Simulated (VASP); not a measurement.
# TiC (Khamrabaevite) (Fm-3m) in VASP: further runs

Aim: see how the results for TiC (Khamrabaevite) move with the level of theory and the settings. Levels: PBE, LDA. Tasks: electric field gradients.

Everything below comes from runs of VASP 6.6.1. Logs are shortened: lines on timing, memory, paths and dates and some standing lists are left out, and cuts for length are marked.

## Step 1: The cell of the first run

Symmetry: Fm-3m, No. 225, cubic system. The conventional cell has a = 4.328 Å, b = 4.328 Å, c = 4.328 Å, α = 90.00°, β = 90.00°, γ = 90.00°. Ti (site symmetry m-3m) has 6 C at 2.16 Å within 2.9 Å. C (site symmetry m-3m) has 6 Ti at 2.16 Å within 2.9 Å.

## Step 2: Electric field gradients, PBE

File INCAR:

```
  PREC = Accurate
  ENCUT = 520
  EDIFF = 1E-8
  ISMEAR = -1
  SIGMA = 0.02
  LREAL = F
  LASPH = T
  NELM = 60
  ALGO = Normal
  ISIF = 2
  LWAVE = F
  LCHARG = F
  GGA = PE
  LEFG = T
  NBANDS = 15
```

File KPOINTS:

```
regular mesh
0
Gamma
  17 17 17
```

File POSCAR:

```
TiC
1.0
    0.0000000000      2.1640000000      2.1640000000
    2.1640000000      0.0000000000      2.1640000000
    2.1640000000      2.1640000000      0.0000000000
Ti C
1 1
Direct
    0.0000000000      0.0000000000      0.0000000000
    0.5000000000      0.5000000000      0.5000000000
```

Potentials or basis: VASP PAW PBE potentials, release 64 (Ti_sv, C).

Run with:

```console
> cat potpaw_PBE.64/Ti_sv/POTCAR potpaw_PBE.64/C/POTCAR > POTCAR
> mpirun -np 1 vasp_std > vasp.out
```

OUTCAR:

```text
PREC = Accurate
   ENCUT = 520
   EDIFF = 1E-8
   ISMEAR = -1
   LREAL = F
   LASPH = T
   NELM = 60
   ISIF = 2
   GGA = PE

 ion  position               nearest neighbor table
   1  0.000  0.000  0.000-   2 2.16   2 2.16   2 2.16   2 2.16   2 2.16   2 2.16
   2  0.500  0.500  0.500-   1 2.16   1 2.16   1 2.16   1 2.16   1 2.16   1 2.16

  LATTYP: Found a face centered cubic cell.
 ALAT       =     4.3280000000

  Lattice vectors:

 A1 = (   0.0000000000,   2.1640000000,   2.1640000000)
 A2 = (   2.1640000000,   0.0000000000,   2.1640000000)
 A3 = (   2.1640000000,   2.1640000000,   0.0000000000)

Analysis of symmetry for initial positions (statically):
=====================================================================
 Subroutine PRICEL returns:
 Original cell was already a primitive cell.

 Routine SETGRP: Setting up the symmetry group for a
 face centered cubic supercell.

 Subroutine GETGRP returns: Found 48 space group operations
 (whereof 48 operations were pure point group operations)
 out of a pool of 48 trial point group operations.

The static configuration has the point symmetry O_h .

Analysis of symmetry for dynamics (positions and initial velocities):
=====================================================================
 Subroutine PRICEL returns:
 Original cell was already a primitive cell.

 Routine SETGRP: Setting up the symmetry group for a
 face centered cubic supercell.

 Subroutine GETGRP returns: Found 48 space group operations
 (whereof 48 operations were pure point group operations)
 out of a pool of 48 trial point group operations.

The dynamic configuration has the point symmetry O_h .

 Subroutine INISYM returns: Found 48 space group operations
 (whereof 48 operations are pure point group operations),
 and found     1 'primitive' translations

----------------------------------------------------------------------------------------

                                     Primitive cell

  volume of cell :      20.2676

  direct lattice vectors                    reciprocal lattice vectors
     0.000000000  2.164000000  2.164000000    -0.231053604  0.231053604  0.231053604
     2.164000000  0.000000000  2.164000000     0.231053604 -0.231053604  0.231053604
     2.164000000  2.164000000  0.000000000     0.231053604  0.231053604 -0.231053604

  length of vectors
     3.060358149  3.060358149  3.060358149     0.400196582  0.400196582  0.400196582

  position of ions in fractional coordinates (direct lattice)
     0.000000000  0.000000000  0.000000000
     0.500000000  0.500000000  0.500000000

  ion indices of the primitive-cell ions
   primitive index   ion index
                 1           1
                 2           2

----------------------------------------------------------------------------------------

 KPOINTS: regular mesh

Automatic generation of k-mesh.
 Grid dimensions read from file:
 generate k-points for:   17   17   17

 Generating k-lattice:

  Cartesian coordinates                     Fractional coordinates (reciprocal lattice)
    -0.013591388  0.013591388  0.013591388     0.058823529  0.000000000  0.000000000
     0.013591388 -0.013591388  0.013591388     0.000000000  0.058823529  0.000000000
     0.013591388  0.013591388 -0.013591388     0.000000000  0.000000000  0.058823529

  Length of vectors
     0.023540975  0.023540975  0.023540975

  Shift w.r.t. Gamma in fractional coordinates (k-lattice)
     0.000000000  0.000000000  0.000000000

 Subroutine IBZKPT returns following result:
 ===========================================

 Found    165 irreducible k-points:

 Following reciprocal coordinates:
            Coordinates               Weight
  0.000000  0.000000  0.000000      1.000000
  0.058824  0.000000  0.000000      8.000000
  0.117647  0.000000  0.000000      8.000000
  0.176471  0.000000  0.000000      8.000000
  0.235294  0.000000  0.000000      8.000000
  0.294118  0.000000  0.000000      8.000000
[... 16 lines left out ...]
 -0.176471  0.058824  0.000000     24.000000
 -0.117647  0.058824  0.000000     24.000000
 [... further k-points ...]
   k-points           NKPTS =    165   k-points in BZ     NKDIM =    165   number of bands    NBANDS=     15
   number of dos      NEDOS =    301   number of ions     NIONS =      2
   total plane-waves  NPLWV =  13824
   dimension x,y,z NGX =    24 NGY =   24 NGZ =   24
   dimension x,y,z NGXF=    48 NGYF=   48 NGZF=   48
   ions per type =               1   1
   NGX,Y,Z   is equivalent  to a cutoff of  13.04, 13.04, 13.04 a.u.
   NGXF,Y,Z  is equivalent  to a cutoff of  26.07, 26.07, 26.07 a.u.
 SYSTEM =  unknown system
   PREC   = accura    normal or accurate (medium, high low for compatibility)
   ISTART =      0    job   : 0-new  1-cont  2-samecut
   ICHARG =      2    charge: 1-file 2-atom 10-const
   ISPIN  =      1    spin polarized calculation?
   LNONCOLLINEAR =      F non collinear calculations
   LSORBIT =      F    spin-orbit coupling
   LASPH  =      T    aspherical Exc in radial PAW
   ENCUT  =  520.0 eV  38.22 Ry    6.18 a.u.   5.69  5.69  5.69*2*pi/ulx,y,z
   NELM   =     60;   NELMIN=  2; NELMDL= -5     # of ELM steps
   EDIFF  = 0.1E-07   stopping-criterion for ELM
   LREAL  =      F    real-space projection
   EDIFFG = 0.1E-06   stopping-criterion for IOM
   NSW    =      0    number of steps for IOM
   IBRION =     -1    ionic relax: 0-MD 1-quasi-New 2-CG
   NFREE  =      0    steps in history (QN), initial steepest desc. (CG)
   ISIF   =      2    stress and relaxation
   ISYM   =      2    0-nonsym 1-usesym 2-fastsym
   POTIM  = 0.5000    time-step for ionic-motion
   TEBEG  =    0.0;   TEEND  =   0.0 temperature during run
   PSTRESS=    0.0 pullay stress
   NELECT =      16.0000    total number of electrons
   NUPDOWN=      -1.0000    fix difference up-down
   EMIN   =  10.00;   EMAX   =-10.00  energy-range for DOS
   EFERMI =   0.00;   METHOD = LEGACY
   ISMEAR =    -1;   SIGMA  =   0.02  broadening in eV -4-tet -1-fermi 0-gaus
   EFERMI_NEDOS =   21; number of points for ismear=-14 and -15
   IALGO  =     38    algorithm
   IMIX   =      4    mixing-type and parameters
     AMIX     =   0.40;   BMIX     =  1.00
     AMIX_MAG =   1.60;   BMIX_MAG =  1.00
  volume/ion in A,a.u.               =      10.13        68.39
  Fermi-wavevector in a.u.,A,eV,Ry     =   1.513030  2.859212 31.147275  2.289260
  Thomas-Fermi vector in A             =   2.622876
   LORBIT       =      0    0 simple, 1 ext, 2 COOP (PROOUT), +10 PAW based schemes
   GGA     = PE    functional components
   LHFCALC =     F    Hartree Fock is set to
   AEXX    =    0.0000 exact exchange contribution
   IVDW    =     0    specifies the selected vdW correction
   LEPSILON=     F    determine dielectric tensor
   LRPA    =     F    only Hartree local field effects (RPA)
 non-spin polarized calculation
  energy-cutoff  :      520.00
  volume of cell :       20.27
 maximum number of plane-waves:       560
   NGX = 11   NGY = 11   NGZ = 11

 number of electron      16.0000001 magnetization

 Free energy of the ion-electron system (eV)
  ---------------------------------------------------
  ext. energy  EPLUGINS =         0.00000000
  ---------------------------------------------------
  free energy    TOTEN  =       -18.70879083 eV

  energy without entropy =      -18.70835473  energy(sigma->0) =      -18.70857278

 E-fermi :   9.4416     XC(G=0): -12.7104

 val. band max:        9.4187528478   @ k =   0.2941   0.2353   0.0000
 cond. band min:       9.4743011167   @ k =  -0.0588   0.0588   0.0000
 fundamental gap:      0.0555482689
 Fermi energy:         9.4415959407

 k-point     1 :       0.0000    0.0000    0.0000
  band No.  band energies     occupation
      1     -47.1429      2.00000
      2     -23.1657      2.00000
      3     -23.1657      2.00000
      4     -23.1657      2.00000
      5      -2.9678      2.00000
      6      10.1341      0.00000
      7      10.1341      0.00000
      8      10.1341      0.00000
      9      11.1206      0.00000
     10      11.1206      0.00000
     11      11.1206      0.00000
     12      11.1574      0.00000
     13      11.1574      0.00000
     14      19.9576      0.00000
     15      23.4822      0.00000

 k-point     2 :       0.0588    0.0000    0.0000
  band No.  band energies     occupation
      1     -47.1405      2.00000
      2     -23.1833      2.00000
      3     -23.1674      2.00000
      4     -23.1674      2.00000
      5      -2.8891      2.00000
      6       9.7321      0.00000
      7       9.9594      0.00000
      8       9.9594      0.00000
      9      10.4816      0.00000
     10      10.4816      0.00000
     11      11.3404      0.00000
     12      12.0857      0.00000
     13      12.0857      0.00000
     14      20.1006      0.00000
     15      23.5160      0.00000

 k-point     3 :       0.1176    0.0000    0.0000
  band No.  band energies     occupation
      1     -47.1334      2.00000
      2     -23.2333      2.00000
      3     -23.1721      2.00000
      4     -23.1721      2.00000
      5      -2.6576      2.00000
      6       8.9240      2.00000
      7       9.2496      1.99986
      8       9.2496      1.99986
      9      10.5260      0.00000
     10      10.5260      0.00000
     11      11.6547      0.00000
     12      13.0857      0.00000
     13      13.0857      0.00000
     14      20.4572      0.00000
     15      23.5448      0.00000
[... 343 lines left out ...]
 k-point    23 :      -0.1765    0.0588    0.0000
  band No.  band energies     occupation
      1     -47.1167      2.00000
      2     -23.3406      2.00000
      3     -23.1995      2.00000
      4     -23.1757      2.00000
      5      -2.0765      2.00000
      6       7.5257      2.00000
      7       8.1013      2.00000
      8       8.3569      2.00000
      9      10.6932      0.00000
     10      11.1669      0.00000
     11      12.1756      0.00000
     12      13.8715      0.00000
     13      14.9744      0.00000
     14      20.9388      0.00000
     15      23.5038      0.00000

 k-point    24 :      -0.1176    0.0588    0.0000
  band No.  band energies     occupation
      1     -47.1282      2.00000
      2     -23.2628      2.00000
      3     -23.1885      2.00000
      4     -23.1697      2.00000
      5      -2.4842      2.00000
      6       8.4706      2.00000
      7       8.7627      2.00000
      8       8.9518      2.00000
      9      10.4105      0.00000
     10      10.9423      0.00000
     11      11.9460      0.00000
     12      12.9536      0.00000
     13      13.9987      0.00000
     14      20.7018      0.00000
     15      23.5371      0.00000

 [... further k-points ...]
[... 5 lines left out ...]
  --------------------------------------------------------------------------------------
  -------------------------------------------------------------------------------------
  Total        0.1359023      0.1359023      0.1359023      0.0000000      0.0000000     -0.0000000
  in kB       10.7432522     10.7432522     10.7432522      0.0000000      0.0000000     -0.0000000
  external PRESSURE =      10.7432522 kB  Pullay stress =       0.0000000 kB

 VOLUME and BASIS-vectors are now :
 -----------------------------------------------------------------------------
  energy-cutoff  :      520.00
  volume of cell :       20.27
      direct lattice vectors                 reciprocal lattice vectors
     0.000000000  2.164000000  2.164000000    -0.231053604  0.231053604  0.231053604
     2.164000000  0.000000000  2.164000000     0.231053604 -0.231053604  0.231053604
     2.164000000  2.164000000  0.000000000     0.231053604  0.231053604 -0.231053604

 POSITION                                       TOTAL-FORCE (eV/Angst)
 -----------------------------------------------------------------------------------
      0.00000      0.00000      0.00000         0.000000      0.000000      0.000000
      2.16400      2.16400      2.16400        -0.000000     -0.000000     -0.000000
 -----------------------------------------------------------------------------------
    total drift:                                0.000000     -0.000000     -0.000000

  FREE ENERGIE OF THE ION-ELECTRON SYSTEM (eV)
  ---------------------------------------------------
  free  energy   TOTEN  =       -18.7087908252 eV

  energy  without entropy=      -18.7083547258  energy(sigma->0) =      -18.70857278

 Electric field gradients (V/A^2)
---------------------------------------------------------------------
 ion       V_xx      V_yy      V_zz      V_xy      V_xz      V_yz
---------------------------------------------------------------------
   1       0.000     0.000    -0.000     0.000     0.000     0.000
   2      -0.000     0.000     0.000     0.000     0.000     0.000
---------------------------------------------------------------------

 Electric field gradients after diagonalization (V/A^2)
 (convention: |V_zz| > |V_xx| > |V_yy|)
----------------------------------------------------------------------
 ion       V_xx      V_yy      V_zz     asymmetry (V_yy - V_xx)/ V_zz
----------------------------------------------------------------------
   1      -0.000    -0.000     0.001       0.000
   2      -0.000    -0.000     0.000       0.000
----------------------------------------------------------------------

           NMR quadrupolar parameters

 Cq : quadrupolar parameter    Cq=e*Q*V_zz/h
 eta: asymmetry parameters     (V_yy - V_xx)/ V_zz
 Q  : nuclear electric quadrupole moment in mb (millibarn)
----------------------------------------------------------------------
 ion       Cq(MHz)       eta       Q (mb)
----------------------------------------------------------------------
   1       0.000       0.000       1.000
   2       0.000       0.000       1.000
----------------------------------------------------------------------
```

Wall time 20 s (1 thread of Intel Xeon 6975P-C (Granite Rapids), shared host); peak memory 0.18 GiB.

What came out:

* Free energy: -18.7088 eV
* Pressure: 1.1 GPa
* Band gap on the k mesh: zero (band 8 reaches 10.13 eV, above the bottom of band 9 at 9.04 eV)

Levels at points of the mesh, in eV from the Fermi level:
```csv
k point,band 5,band 6,band 7,band 8,band 9,band 10,band 11,band 12
"(0.00, 0.00, 0.00)",-12.41,0.69,0.69,0.69,1.68,1.68,1.68,1.72
```

Caveat: without QUAD_EFG the Cq values of the log hold for a quadrupole moment of 1 mb, not for the nuclei.

(Part 1 of 2 ends here.)
